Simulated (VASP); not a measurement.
# TePb (Immm) in VASP: further runs, part 2 of 2

VASP 6.6.1.

### 3 Relaxation of the atoms, PBE (strained cell)

Contents of INCAR:

```
  PREC = Accurate
  ENCUT = 450
  EDIFF = 1E-7
  ISMEAR = 0
  SIGMA = 0.02
  LREAL = False
  LASPH = True
  NELM = 120
  ALGO = Normal
  ISIF = 2
  LWAVE = False
  LCHARG = False
  GGA = PE
  IBRION = 2
  NSW = 60
  EDIFFG = -0.002
  GGA_COMPAT = False
  NELMIN = 4
```

Contents of KPOINTS:

```
Automatic mesh
0
Gamma
  6 6 6
```

Contents of POSCAR:

```
TePb
1.0
   -0.0257298519      3.2778351701      3.2852092759
    3.2778351701     -0.0257298519      3.2852092759
    3.2521053182      3.2521053182      0.0000000000
Pb Te
1 1
Direct
    0.0000000000      0.0000000000      0.0000000000
    0.5000000000      0.5000000000      0.5000000000
```

Potentials or basis: VASP PAW PBE potentials, release 64 (Pb_d, Te).

Started as:

```sh
$ cat potpaw_PBE.64/Pb_d/POTCAR potpaw_PBE.64/Te/POTCAR > POTCAR
$ mpirun -np 1 vasp_std > vasp.out
```

OUTCAR:

```text
PREC = Accurate
   ENCUT = 450
   EDIFF = 1E-7
   ISMEAR = 0
   LREAL = False
   LASPH = True
   NELM = 120
   ISIF = 2
   GGA = PE
   IBRION = 2
   NSW = 60
   EDIFFG = -0.002
   NELMIN = 4

 ion  position               nearest neighbor table
   1  0.000  0.000  0.000-   2 3.28   2 3.28   2 3.28   2 3.28   2 3.29   2 3.29
   2  0.500  0.500  0.500-   1 3.28   1 3.28   1 3.28   1 3.28   1 3.29   1 3.29

  LATTYP: Found a body centered orthorhombic cell.
 ALAT       =     4.5991714473
 B/A-ratio  =     1.0158235047
 C/A-ratio  =     1.4286091804

  Lattice vectors:

 A1 = (   0.0257298519,  -3.2778351701,  -3.2852092759)
 A2 = (  -0.0257298519,   3.2778351701,  -3.2852092759)
 A3 = (   3.2778351701,  -0.0257298519,   3.2852092759)

Analysis of symmetry for initial positions (statically):
=====================================================================
 Subroutine PRICEL returns:
 Original cell was already a primitive cell.

 Routine SETGRP: Setting up the symmetry group for a
 body centered orthorhombic supercell.

 Subroutine GETGRP returns: Found  8 space group operations
 (whereof  8 operations were pure point group operations)
 out of a pool of  8 trial point group operations.

The static configuration has the point symmetry D_2h.

Analysis of symmetry for dynamics (positions and initial velocities):
=====================================================================
 Subroutine PRICEL returns:
 Original cell was already a primitive cell.

 Routine SETGRP: Setting up the symmetry group for a
 body centered orthorhombic supercell.

 Subroutine GETGRP returns: Found  8 space group operations
 (whereof  8 operations were pure point group operations)
 out of a pool of  8 trial point group operations.

The dynamic configuration has the point symmetry D_2h.

 Subroutine INISYM returns: Found  8 space group operations
 (whereof  8 operations are pure point group operations),
 and found     1 'primitive' translations

----------------------------------------------------------------------------------------
[... 126 lines left out ...]
 Gauss-broadening in eV      SIGMA  =   0.02
  energy-cutoff  :      450.00
  volume of cell :       70.59
 maximum number of plane-waves:      1552
   NGX = 17   NGY = 17   NGZ = 15

 number of electron      19.9999999 magnetization

 Free energy of the ion-electron system (eV)
  ---------------------------------------------------
  ext. energy  EPLUGINS =         0.00000000
  ---------------------------------------------------
  free energy    TOTEN  =        -7.52323997 eV

  energy without entropy =       -7.52323997  energy(sigma->0) =       -7.52323997

 E-fermi :   5.2084     XC(G=0):  -9.0979

 val. band max:        5.0778860844   @ k =   0.5000  -0.0000   0.0000
 cond. band min:       5.8309630896   @ k =  -0.0000  -0.0000   0.5000
 fundamental gap:      0.7530770052
 Fermi energy:         5.2084388042

 k-point     1 :       0.0000    0.0000    0.0000
  band No.  band energies     occupation
      1     -11.6060      2.00000
      2     -11.6043      2.00000
      3     -11.5999      2.00000
      4     -11.5985      2.00000
      5     -11.5980      2.00000
      6      -6.6005      2.00000
      7      -0.6574      2.00000
      8       3.8041      2.00000
      9       3.8884      2.00000
     10       3.9329      2.00000
     11       9.0421      0.00000
     12       9.0712      0.00000
     13       9.1155      0.00000
     14      10.8657      0.00000
[... 377 lines left out ...]
      1     -11.6434      2.00000
      2     -11.6022      2.00000
      3     -11.6001      2.00000
      4     -11.5831      2.00000
      5     -11.5791      2.00000
      6      -5.1490      2.00000
      7      -2.4839      2.00000
      8       1.4838      2.00000
      9       2.7331      2.00000
     10       2.9360      2.00000
     11       8.8815      0.00000
     12       9.3639      0.00000
     13       9.7556      0.00000
     14      10.4796      0.00000

 [... further k-points ...]

------------------------ aborting loop because EDIFF is reached ----------------------------------------

  FORCE on cell =-STRESS in cart. coord.  units (eV):
  Direction    XX          YY          ZZ          XY          YZ          ZX
  --------------------------------------------------------------------------------------
  -------------------------------------------------------------------------------------
  Total        0.1018984      0.1018984      0.0012886      0.0978271      0.0000000      0.0000000
  in kB        2.3127976      2.3127976      0.0292481      2.2203901      0.0000000      0.0000000
  external PRESSURE =       1.5516145 kB  Pullay stress =       0.0000000 kB

 VOLUME and BASIS-vectors are now :
 -----------------------------------------------------------------------------
  energy-cutoff  :      450.00
  volume of cell :       70.59
      direct lattice vectors                 reciprocal lattice vectors
    -0.025729852  3.277835170  3.285209276    -0.151351645  0.151351645  0.152197306
     3.277835170 -0.025729852  3.285209276     0.151351645 -0.151351645  0.152197306
     3.252105318  3.252105318  0.000000000     0.153746558  0.153746558 -0.152197306

 POSITION                                       TOTAL-FORCE (eV/Angst)
 -----------------------------------------------------------------------------------
      0.00000      0.00000      0.00000         0.000000      0.000000      0.000000
      3.25211      3.25211      3.28521         0.000000     -0.000000     -0.000000
 -----------------------------------------------------------------------------------
    total drift:                                0.000000     -0.000000     -0.000000

  FREE ENERGIE OF THE ION-ELECTRON SYSTEM (eV)
  ---------------------------------------------------
  free  energy   TOTEN  =        -7.5232399687 eV

  energy  without entropy=       -7.5232399687  energy(sigma->0) =       -7.52323997

 reached required accuracy - stopping structural energy minimisation
```

OSZICAR:

```text
N       E                     dE             d eps       ncg     rms          rms(c)
DAV:   1     0.144265956708E+03    0.14427E+03   -0.84163E+03  1288   0.122E+03
DAV:   2     0.281319436568E+01   -0.14145E+03   -0.13864E+03  1354   0.317E+02
DAV:   3    -0.740520011858E+01   -0.10218E+02   -0.10037E+02  1702   0.934E+01
DAV:   4    -0.765701819658E+01   -0.25182E+00   -0.25174E+00  1508   0.186E+01
DAV:   5    -0.766593622646E+01   -0.89180E-02   -0.89179E-02  1726   0.299E+00    0.304E+00
DAV:   6    -0.752462608999E+01    0.14131E+00   -0.34504E-01  1612   0.454E+00    0.188E+00
DAV:   7    -0.752119267427E+01    0.34334E-02   -0.99827E-02  1638   0.175E+00    0.921E-01
DAV:   8    -0.752321661602E+01   -0.20239E-02   -0.10533E-02  1360   0.119E+00    0.143E-01
DAV:   9    -0.752317289331E+01    0.43723E-04   -0.12428E-03  1918   0.381E-01    0.548E-02
DAV:  10    -0.752323139709E+01   -0.58504E-04   -0.15207E-04  1312   0.919E-02    0.235E-02
DAV:  11    -0.752324004108E+01   -0.86440E-05   -0.27150E-05  1512   0.421E-02    0.884E-03
DAV:  12    -0.752324018317E+01   -0.14209E-06   -0.17464E-06  1696   0.145E-02    0.681E-03
DAV:  13    -0.752324002005E+01    0.16312E-06   -0.17397E-07  1166   0.290E-03    0.212E-03
DAV:  14    -0.752323996872E+01    0.51330E-07   -0.25413E-07  1158   0.522E-03
   1 F= -.75232400E+01 E0= -.75232400E+01  d E =-.752324E+01
```

CONTCAR:

```text
TePb
   1.00000000000000
    -0.0257298519000000    3.2778351700999999    3.2852092758999998
     3.2778351700999999   -0.0257298519000000    3.2852092758999998
     3.2521053181999999    3.2521053181999999    0.0000000000000000
  Pb              Te
     1     1
Direct
     0.0000000000000000    0.0000000000000000    0.0000000000000000
     0.5000000000000000    0.5000000000000000    0.5000000000000000

  0.00000000E+00  0.00000000E+00  0.00000000E+00
  0.00000000E+00  0.00000000E+00  0.00000000E+00
```

Wall time 48 s (1 thread of Oxide Virtual Turin-like, shared host); peak memory 0.17 GiB.

What came out:

```
Free energy             : -7.5232 eV
Pressure after relaxing : 0.2 GPa
Band gap on the k mesh  : 0.75 eV (least direct gap 0.82 eV)
```

Stress tensor (GPa, compression positive):
```
0.23 0.22 0.00
0.22 0.23 0.00
0.00 0.00 0.00
```

Final structure:
```cif
data_structure
_symmetry_space_group_name_H-M 'P 1'
_symmetry_Int_Tables_number 1
_cell_length_a 4.6408
_cell_length_b 4.6408
_cell_length_c 4.5992
_cell_angle_alpha 60.297
_cell_angle_beta 60.297
_cell_angle_gamma 60.444
_cell_volume 70.59
loop_
_atom_site_label
_atom_site_type_symbol
_atom_site_fract_x
_atom_site_fract_y
_atom_site_fract_z
_atom_site_occupancy
Pb1 Pb 0.00000 0.00000 0.00000 1
Te1 Te 0.50000 0.50000 0.50000 1
```

Levels at points of the mesh, in eV from the valence-band top:
```tsv
k point	band 7	band 8	band 9	band 10	band 11	band 12	band 13	band 14
(0.00, 0.00, 0.00)	-5.74	-1.27	-1.19	-1.14	3.96	3.99	4.04	5.79
(0.50, 0.00, 0.00)	-8.40	-0.77	-0.73	0.00	0.82	1.36	1.41	8.29
(0.50, 0.50, 0.00)	-7.25	-4.17	-2.64	-2.49	3.47	5.27	5.32	6.40
(0.00, 0.00, 0.50)	-8.37	-0.81	-0.78	-0.07	0.75	1.30	1.34	8.33
(0.50, 0.00, 0.50)	-7.26	-4.18	-2.58	-2.56	3.46	5.26	5.30	6.43
```

Caveat: the cell differs from its parent crystal (strained cell); spin-orbit coupling is left out, which moves the levels of the heavy elements.
